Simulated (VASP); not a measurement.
# TiAl (Pm-3m) in VASP: further runs

Runs on TiAl. Level: PBEsol. Tasks: single point.

Everything below comes from runs of VASP 6.6.1. Logs are shortened: lines on timing, memory, paths and dates and some standing lists are left out, and cuts for length are marked.

### Step 1. The cell of the first run

Symmetry: Pm-3m, No. 221, cubic system. The conventional cell has a = 3.018 Å, b = 3.018 Å, c = 3.018 Å, α = 90.00°, β = 90.00°, γ = 90.00°. Within 3.4 Å of Ti (site symmetry m-3m) lie 8 Al at 2.61 Å and 6 Ti at 3.02 Å. Al (site symmetry m-3m) has 8 Ti at 2.61 Å and 6 Al at 3.02 Å within 3.4 Å.

### Step 2. Single point, PBEsol

INCAR

```
PREC     = Accurate       # precision mode
ENCUT    = 520            # plane-wave cutoff, eV
EDIFF    = 1E-6           # SCF threshold, eV
ISMEAR   = 0              # smearing method
SIGMA    = 0.1            # smearing width, eV
LREAL    = False          # projectors in reciprocal space
LASPH    = True           # aspherical terms in the spheres
NELM     = 60             # most SCF steps
ALGO     = Normal         # electronic algorithm
ISIF     = 2              # what is computed and relaxed
LWAVE    = False          # write WAVECAR
LCHARG   = True           # write CHGCAR
GGA      = PS             # functional
LELF     = True           # ELF
LVHAR    = True         
NBANDS   = 14             # bands
```

KPOINTS

```
Automatic mesh
0
Gamma
  6 6 6
```

POSCAR

```
TiAl
1.0
    3.0180000000      0.0000000000      0.0000000000
    0.0000000000      3.0180000000      0.0000000000
    0.0000000000      0.0000000000      3.0180000000
Ti Al
1 1
Direct
    0.5000000000      0.5000000000      0.5000000000
    0.0000000000      0.0000000000      0.0000000000
```

Potentials or basis: VASP PAW PBE potentials, release 64 (Ti_sv, Al).

Command:

```sh
cat potpaw_PBE.64/Ti_sv/POTCAR potpaw_PBE.64/Al/POTCAR > POTCAR
mpirun -np 1 vasp_std > vasp.out
```

OUTCAR:

```text
PREC = Accurate
   ENCUT = 520
   EDIFF = 1E-6
   ISMEAR = 0
   LREAL = False
   LASPH = True
   NELM = 60
   ISIF = 2
   GGA = PS

 ion  position               nearest neighbor table
   1  0.500  0.500  0.500-   2 2.61   2 2.61   2 2.61   2 2.61   2 2.61   2 2.61   2 2.61   2 2.61

   2  0.000  0.000  0.000-   1 2.61   1 2.61   1 2.61   1 2.61   1 2.61   1 2.61   1 2.61   1 2.61

  LATTYP: Found a simple cubic cell.
 ALAT       =     3.0180000000

  Lattice vectors:

 A1 = (   3.0180000000,   0.0000000000,   0.0000000000)
 A2 = (   0.0000000000,   3.0180000000,   0.0000000000)
 A3 = (   0.0000000000,   0.0000000000,   3.0180000000)

Analysis of symmetry for initial positions (statically):
=====================================================================
 Subroutine PRICEL returns:
 Original cell was already a primitive cell.

 Routine SETGRP: Setting up the symmetry group for a
 simple cubic supercell.

 Subroutine GETGRP returns: Found 48 space group operations
 (whereof 48 operations were pure point group operations)
 out of a pool of 48 trial point group operations.

The static configuration has the point symmetry O_h .

Analysis of symmetry for dynamics (positions and initial velocities):
=====================================================================
 Subroutine PRICEL returns:
 Original cell was already a primitive cell.

 Routine SETGRP: Setting up the symmetry group for a
 simple cubic supercell.

 Subroutine GETGRP returns: Found 48 space group operations
 (whereof 48 operations were pure point group operations)
 out of a pool of 48 trial point group operations.

The dynamic configuration has the point symmetry O_h .

 Subroutine INISYM returns: Found 48 space group operations
 (whereof 48 operations are pure point group operations),
 and found     1 'primitive' translations

----------------------------------------------------------------------------------------

                                     Primitive cell

  volume of cell :      27.4889

  direct lattice vectors                    reciprocal lattice vectors
     3.018000000  0.000000000  0.000000000     0.331345262  0.000000000  0.000000000
     0.000000000  3.018000000  0.000000000     0.000000000  0.331345262  0.000000000
     0.000000000  0.000000000  3.018000000     0.000000000  0.000000000  0.331345262

  length of vectors
     3.018000000  3.018000000  3.018000000     0.331345262  0.331345262  0.331345262

  position of ions in fractional coordinates (direct lattice)
     0.500000000  0.500000000  0.500000000
     0.000000000  0.000000000  0.000000000

  ion indices of the primitive-cell ions
   primitive index   ion index
                 1           1
                 2           2

----------------------------------------------------------------------------------------

 KPOINTS: Automatic mesh

Automatic generation of k-mesh.
 Grid dimensions read from file:
 generate k-points for:    6    6    6

 Generating k-lattice:

  Cartesian coordinates                     Fractional coordinates (reciprocal lattice)
     0.055224210  0.000000000  0.000000000     0.166666667  0.000000000  0.000000000
     0.000000000  0.055224210  0.000000000     0.000000000  0.166666667  0.000000000
     0.000000000  0.000000000  0.055224210     0.000000000  0.000000000  0.166666667

  Length of vectors
     0.055224210  0.055224210  0.055224210

  Shift w.r.t. Gamma in fractional coordinates (k-lattice)
     0.000000000  0.000000000  0.000000000

 Subroutine IBZKPT returns following result:
 ===========================================

 Found     20 irreducible k-points:

 Following reciprocal coordinates:
            Coordinates               Weight
  0.000000  0.000000  0.000000      1.000000
  0.166667  0.000000  0.000000      6.000000
  0.333333  0.000000  0.000000      6.000000
  0.500000  0.000000  0.000000      3.000000
  0.166667  0.166667  0.000000     12.000000
  0.333333  0.166667  0.000000     24.000000
[... 12 lines left out ...]
  0.500000  0.500000  0.333333      6.000000
  0.500000  0.500000  0.500000      1.000000
   k-points           NKPTS =     20   k-points in BZ     NKDIM =     20   number of bands    NBANDS=     14
   number of dos      NEDOS =    301   number of ions     NIONS =      2
   total plane-waves  NPLWV =  13824
   dimension x,y,z NGX =    24 NGY =   24 NGZ =   24
   dimension x,y,z NGXF=    48 NGYF=   48 NGZF=   48
   ions per type =               1   1
   NGX,Y,Z   is equivalent  to a cutoff of  13.22, 13.22, 13.22 a.u.
   NGXF,Y,Z  is equivalent  to a cutoff of  26.44, 26.44, 26.44 a.u.
 SYSTEM =  unknown system
   PREC   = accura    normal or accurate (medium, high low for compatibility)
   ISTART =      0    job   : 0-new  1-cont  2-samecut
   ICHARG =      2    charge: 1-file 2-atom 10-const
   ISPIN  =      1    spin polarized calculation?
   LNONCOLLINEAR =      F non collinear calculations
   LSORBIT =      F    spin-orbit coupling
   LASPH  =      T    aspherical Exc in radial PAW
   ENCUT  =  520.0 eV  38.22 Ry    6.18 a.u.   5.61  5.61  5.61*2*pi/ulx,y,z
   NELM   =     60;   NELMIN=  2; NELMDL= -5     # of ELM steps
   EDIFF  = 0.1E-05   stopping-criterion for ELM
   LREAL  =      F    real-space projection
   EDIFFG = 0.1E-04   stopping-criterion for IOM
   NSW    =      0    number of steps for IOM
   IBRION =     -1    ionic relax: 0-MD 1-quasi-New 2-CG
   NFREE  =      0    steps in history (QN), initial steepest desc. (CG)
   ISIF   =      2    stress and relaxation
   ISYM   =      2    0-nonsym 1-usesym 2-fastsym
   POTIM  = 0.5000    time-step for ionic-motion
   TEBEG  =    0.0;   TEEND  =   0.0 temperature during run
   PSTRESS=    0.0 pullay stress
   NELECT =      15.0000    total number of electrons
   NUPDOWN=      -1.0000    fix difference up-down
   EMIN   =  10.00;   EMAX   =-10.00  energy-range for DOS
   EFERMI =   0.00;   METHOD = LEGACY
   ISMEAR =     0;   SIGMA  =   0.10  broadening in eV -4-tet -1-fermi 0-gaus
   EFERMI_NEDOS =   21; number of points for ismear=-14 and -15
   IALGO  =     38    algorithm
   IMIX   =      4    mixing-type and parameters
     AMIX     =   0.40;   BMIX     =  1.00
     AMIX_MAG =   1.60;   BMIX_MAG =  1.00
  volume/ion in A,a.u.               =      13.74        92.75
  Fermi-wavevector in a.u.,A,eV,Ry     =   1.337784  2.528045 24.349887  1.789666
  Thomas-Fermi vector in A             =   2.466306
   LORBIT       =      0    0 simple, 1 ext, 2 COOP (PROOUT), +10 PAW based schemes
   GGA     = PS    functional components
   LHFCALC =     F    Hartree Fock is set to
   AEXX    =    0.0000 exact exchange contribution
   IVDW    =     0    specifies the selected vdW correction
   LEPSILON=     F    determine dielectric tensor
   LRPA    =     F    only Hartree local field effects (RPA)
 non-spin polarized calculation
 Gauss-broadening in eV      SIGMA  =   0.10
  energy-cutoff  :      520.00
  volume of cell :       27.49
 maximum number of plane-waves:       756
 NGX is ok and might be reduce to    24
   NGX = 11   NGY = 11   NGZ = 11

 number of electron      14.9999999 magnetization

 Free energy of the ion-electron system (eV)
  ---------------------------------------------------
  ext. energy  EPLUGINS =         0.00000000
  ---------------------------------------------------
  free energy    TOTEN  =       -12.74769201 eV

  energy without entropy =      -12.73741243  energy(sigma->0) =      -12.74255222

 E-fermi :  10.4143     XC(G=0): -11.8857

 val. band max:       10.3343221642   @ k =   0.3333   0.3333   0.1667
 cond. band min:      10.4940252857   @ k =   0.3333   0.1667   0.0000
 fundamental gap:      0.1597031215
 Fermi energy:        10.4143176016

 k-point     1 :       0.0000    0.0000    0.0000
  band No.  band energies     occupation
      1     -45.9229      2.00000
      2     -22.2054      2.00000
      3     -22.2054      2.00000
      4     -22.2054      2.00000
      5       0.4765      2.00000
      6       8.5741      2.00000
      7       8.5741      2.00000
      8      12.5837      0.00000
      9      12.5837      0.00000
     10      12.5837      0.00000
     11      15.6674      0.00000
     12      15.6674      0.00000
     13      15.6674      0.00000
     14      20.2029      0.00000

 k-point     2 :       0.1667    0.0000    0.0000
  band No.  band energies     occupation
      1     -45.9153      2.00000
      2     -22.2836      2.00000
      3     -22.1986      2.00000
      4     -22.1986      2.00000
      5       0.9795      2.00000
      6       8.3276      2.00000
      7       8.8078      2.00000
      8      11.8687      0.00000
      9      11.8687      0.00000
     10      12.6483      0.00000
     11      14.3670      0.00000
     12      16.7152      0.00000
     13      16.7152      0.00000
     14      19.4134      0.00000

 k-point     3 :       0.3333    0.0000    0.0000
  band No.  band energies     occupation
      1     -45.9000      2.00000
      2     -22.4374      2.00000
      3     -22.1848      2.00000
      4     -22.1848      2.00000
      5       2.3933      2.00000
      6       6.8546      2.00000
      7       9.3543      2.00000
      8      10.9457      0.00000
      9      10.9457      0.00000
     10      12.7817      0.00000
     11      13.8401      0.00000
     12      17.8713      0.00000
     13      18.7138      0.00000
     14      18.7138      0.00000
[... 256 lines left out ...]
 k-point    19 :       0.5000    0.5000    0.3333
  band No.  band energies     occupation
      1     -45.8418      2.00000
      2     -22.4345      2.00000
      3     -22.4345      2.00000
      4     -22.3569      2.00000
      5       6.1778      2.00000
      6       7.1066      2.00000
      7       7.1066      2.00000
      8      11.4166      0.00000
      9      13.1039      0.00000
     10      13.1039      0.00000
     11      13.3028      0.00000
     12      13.8650      0.00000
     13      15.5501      0.00000
     14      18.3069      0.00000

 k-point    20 :       0.5000    0.5000    0.5000
  band No.  band energies     occupation
      1     -45.8347      2.00000
      2     -22.4245      2.00000
      3     -22.4245      2.00000
      4     -22.4245      2.00000
      5       6.8128      2.00000
      6       6.8128      2.00000
      7       6.8128      2.00000
      8      12.0486      0.00000
      9      13.8392      0.00000
     10      13.8392      0.00000
     11      13.8392      0.00000
     12      13.8859      0.00000
     13      13.8859      0.00000
     14      18.2487      0.00000

------------------------ aborting loop because EDIFF is reached ----------------------------------------

  FORCE on cell =-STRESS in cart. coord.  units (eV):
  Direction    XX          YY          ZZ          XY          YZ          ZX
  --------------------------------------------------------------------------------------
  -------------------------------------------------------------------------------------
  Total        3.5276351      3.5276351      3.5276351     -0.0000000     -0.0000000      0.0000000
  in kB      205.6063537    205.6063537    205.6063537     -0.0000000     -0.0000000      0.0000000
  external PRESSURE =     205.6063537 kB  Pullay stress =       0.0000000 kB

 VOLUME and BASIS-vectors are now :
 -----------------------------------------------------------------------------
  energy-cutoff  :      520.00
  volume of cell :       27.49
      direct lattice vectors                 reciprocal lattice vectors
     3.018000000  0.000000000  0.000000000     0.331345262  0.000000000  0.000000000
     0.000000000  3.018000000  0.000000000     0.000000000  0.331345262  0.000000000
     0.000000000  0.000000000  3.018000000     0.000000000  0.000000000  0.331345262

 POSITION                                       TOTAL-FORCE (eV/Angst)
 -----------------------------------------------------------------------------------
      1.50900      1.50900      1.50900         0.000000      0.000000      0.000000
      0.00000      0.00000      0.00000         0.000000      0.000000      0.000000
 -----------------------------------------------------------------------------------
    total drift:                                0.000000     -0.000000     -0.000000

  FREE ENERGIE OF THE ION-ELECTRON SYSTEM (eV)
  ---------------------------------------------------
  free  energy   TOTEN  =       -12.7476920146 eV

  energy  without entropy=      -12.7374124264  energy(sigma->0) =      -12.74255222
```

It took 5.1 s on 1 thread of Intel Xeon Platinum 8375C at 2.90GHz (Ice Lake), shared host; peak memory 0.14 GiB.

What came out:

* Free energy: -12.7477 eV
* Pressure: 20.6 GPa

Caveat: the PAW data sets were made with another functional, which shifts forces and pressure a little.

### Step 3. Single point, PBEsol

This run uses another cell than the first one, of 15.72 Å³/atom, 1.144 times its volume.

Changes to INCAR since step 2:

```diff
@@ -7,3 +7,3 @@
 LASPH    = True           # aspherical terms in the spheres
-NELM     = 60             # most SCF steps
+NELM     = 80             # most SCF steps
 ALGO     = Normal         # electronic algorithm
```

KPOINTS

```
regular mesh
0
Gamma
  14 14 14
```

POSCAR

```
TiAl
1.0
    3.1562954283      0.0000000000      0.0000000000
    0.0000000000      3.1562954283      0.0000000000
    0.0000000000      0.0000000000      3.1562954283
Ti Al
1 1
Direct
    0.5000000000      0.5000000000      0.5000000000
    0.0000000000      0.0000000000      0.0000000000
```

Potentials or basis: VASP PAW PBE potentials, release 64 (Ti_sv, Al).

Command:

```sh
cat potpaw_PBE.64/Ti_sv/POTCAR potpaw_PBE.64/Al/POTCAR > POTCAR
mpirun -np 1 vasp_std > vasp.out
```

OUTCAR:

```text
PREC = Accurate
   ENCUT = 520
   EDIFF = 1E-6
   ISMEAR = 0
   LREAL = False
   LASPH = True
   NELM = 80
   ISIF = 2
   GGA = PS

 ion  position               nearest neighbor table
   1  0.500  0.500  0.500-   2 2.73   2 2.73   2 2.73   2 2.73   2 2.73   2 2.73   2 2.73   2 2.73

   2  0.000  0.000  0.000-   1 2.73   1 2.73   1 2.73   1 2.73   1 2.73   1 2.73   1 2.73   1 2.73

  LATTYP: Found a simple cubic cell.
 ALAT       =     3.1562954283

  Lattice vectors:

 A1 = (   3.1562954283,   0.0000000000,   0.0000000000)
 A2 = (   0.0000000000,   3.1562954283,   0.0000000000)
 A3 = (   0.0000000000,   0.0000000000,   3.1562954283)

Analysis of symmetry for initial positions (statically):
=====================================================================
 Subroutine PRICEL returns:
 Original cell was already a primitive cell.

 Routine SETGRP: Setting up the symmetry group for a
 simple cubic supercell.

 Subroutine GETGRP returns: Found 48 space group operations
 (whereof 48 operations were pure point group operations)
 out of a pool of 48 trial point group operations.

The static configuration has the point symmetry O_h .

[... 177 lines left out ...]
      8      10.7438      0.00000
      9      10.7438      0.00000
     10      10.7438      0.00000
     11      13.4275      0.00000
     12      13.4275      0.00000
     13      13.4275      0.00000
     14      17.8740      0.00000
[... 377 lines left out ...]
      1     -47.6940      2.00000
      2     -24.1575      2.00000
      3     -24.0708      2.00000
      4     -23.9940      2.00000
      5       2.0905      2.00000
      6       5.7059      2.00000
      7       7.7149      2.00000
      8       8.8496      1.60658
      9       9.4475      0.00000
     10      10.2889      0.00000
     11      11.9235      0.00000
     12      14.0866      0.00000
     13      16.5333      0.00000
     14      17.2791      0.00000

 [... further k-points ...]

------------------------ aborting loop because EDIFF is reached ----------------------------------------

  FORCE on cell =-STRESS in cart. coord.  units (eV):
  Direction    XX          YY          ZZ          XY          YZ          ZX
  --------------------------------------------------------------------------------------
  -------------------------------------------------------------------------------------
  Total       -0.0072710     -0.0072710     -0.0072710     -0.0000000     -0.0000000      0.0000000
  in kB       -0.3704851     -0.3704851     -0.3704851     -0.0000000     -0.0000000      0.0000000
  external PRESSURE =      -0.3704851 kB  Pullay stress =       0.0000000 kB

 VOLUME and BASIS-vectors are now :
 -----------------------------------------------------------------------------
  energy-cutoff  :      520.00
  volume of cell :       31.44
      direct lattice vectors                 reciprocal lattice vectors
     3.156295428  0.000000000  0.000000000     0.316827123  0.000000000  0.000000000
     0.000000000  3.156295428  0.000000000     0.000000000  0.316827123  0.000000000
     0.000000000  0.000000000  3.156295428     0.000000000  0.000000000  0.316827123

 POSITION                                       TOTAL-FORCE (eV/Angst)
 -----------------------------------------------------------------------------------
      1.57815      1.57815      1.57815         0.000000      0.000000      0.000000
      0.00000      0.00000      0.00000         0.000000      0.000000      0.000000
 -----------------------------------------------------------------------------------
    total drift:                                0.000000     -0.000000     -0.000000

  FREE ENERGIE OF THE ION-ELECTRON SYSTEM (eV)
  ---------------------------------------------------
  free  energy   TOTEN  =       -12.9746378586 eV

  energy  without entropy=      -12.9625820870  energy(sigma->0) =      -12.96860997
```

Wall time 21 s (1 thread of Intel Xeon Platinum 8375C at 2.90GHz (Ice Lake), shared host); peak memory 0.17 GiB.

Results:

| Quantity | Value |
| --- | --- |
| Free energy | -12.9746 eV |
| Pressure | 0.0 GPa |

Caveat: the PAW data sets were made with another functional, which shifts forces and pressure a little.
